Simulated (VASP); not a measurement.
Runs of VASP 6.6.1 on TiN (Osbornite). The structure is that of space group Fm-3m (No. 225), or close to it. The cells are those of the table. 

```csv
task,cell,cutoff (eV),gap on the mesh (eV),pressure (GPa)
single point,"a = 3.003 Å, angles 60.0°, 2 atoms",520,none,0.5
single point,"a = 2.983 Å, angles 60.0°, 2 atoms",520,none,(b)
single point,"a = 2.976 Å, angles 60.0°, 2 atoms",520,none,(a)
relaxation of cell and atoms,"relaxed to 2 GPa from a = 2.997 Å, angles 60.0°, 2 atoms",600,none,2.2
relaxation of cell and atoms,"relaxed to 6 GPa from a = 2.997 Å, angles 60.0°, 2 atoms",600,none,6.0
relaxation of cell and atoms,"relaxed to 4 GPa from a = 2.997 Å, angles 60.0°, 2 atoms",600,none,4.0
single point,"a = 2.996 Å, angles 60.0°, 2 atoms",520,none,2.4
relaxation of cell and atoms,"relaxed to 8 GPa from a = 2.997 Å, angles 60.0°, 2 atoms",600,none,8.0
relaxation of cell and atoms,"relaxed from a = 2.997 Å, angles 60.0°, 2 atoms",600,none,0.0
single point,"a = 2.990 Å, angles 60.0°, 2 atoms",520,none,4.4
```

Alike in all rows: level PBE; potentials or basis VASP PAW PBE potentials, release 64 (Ti_sv, N); no spin polarisation; k mesh 12 × 12 × 12; smearing fermi-dirac 0.1 eV.

Task: Estimate the missing entries.

Result: (a) 8.5; (b) 6.4.

Caveats: the cell is relaxed towards a set pressure, so the enthalpy falls and the energy may rise (some runs); the relaxation stopped at its first step, so nothing moved (some runs).

A gap of «none» marks levels without a gap at the run's occupations.
